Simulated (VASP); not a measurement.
A run of VASP 6.6.1 is set up as follows.

POSCAR

```
CdF2
1.0
    0.0000000000      2.6825809941      2.6825809941
    2.6825809941      0.0000000000      2.6825809941
    2.6825809941      2.6825809941      0.0000000000
Cd F
1 2
Direct
    0.0000000000      0.0000000000      0.0000000000
    0.2500000000      0.2500000000      0.2500000000
    0.7500000000      0.7500000000      0.7500000000
```

Contents of INCAR.step1:

```
SYSTEM = CdF2
  PREC = Accurate
  ENCUT = 520
  EDIFF = 1E-5
  ISMEAR = 0
  SIGMA = 0.01
  LREAL = .FALSE.
  LASPH = .TRUE.
  NELM = 60
  ALGO = Normal
  ISIF = 2
  LWAVE = .TRUE.
  GGA = PE
  NBANDS = 20
```

File INCAR.step2:

```
SYSTEM = CdF2
  PREC = Accurate
  ENCUT = 520
  EDIFF = 1E-6
  ISMEAR = 0
  SIGMA = 0.01
  LREAL = .FALSE.
  LASPH = .TRUE.
  NELM = 60
  ALGO = Normal
  ISIF = 2
  LWAVE = .FALSE.
  LCHARG = .TRUE.
  GGA = PE
  LHFCALC = .TRUE.
  HFSCREEN = 0.2079
  PRECFOCK = Normal
  LELF = .TRUE.
  LVHAR = .TRUE.
  ISTART = 1
  NBANDS = 20
```

The input KPOINTS:

```
Automatic mesh
0
G
  4 4 4
  0 0 0
```

Potentials or basis: VASP PAW PBE potentials, release 64 (Cd, F).

The run is started by

```console
$ cat potpaw_PBE.64/Cd/POTCAR potpaw_PBE.64/F/POTCAR > POTCAR
$ cp INCAR.step1 INCAR
$ mpirun -np 1 vasp_std > vasp.out
$ cp INCAR.step2 INCAR
$ mpirun -np 1 vasp_std > vasp.out
```

**Question.** What does it give for the pressure?

**Answer.** 4.2 GPa.

**Question.** Predict the band gap on the k mesh.

**Answer.** 5.21 eV (least direct gap 5.78 eV).

Caveat: the k points lie up to 0.51 Å⁻¹ apart; the PAW data sets were made with another functional, which shifts forces and pressure a little. A k mesh can miss the band edges.
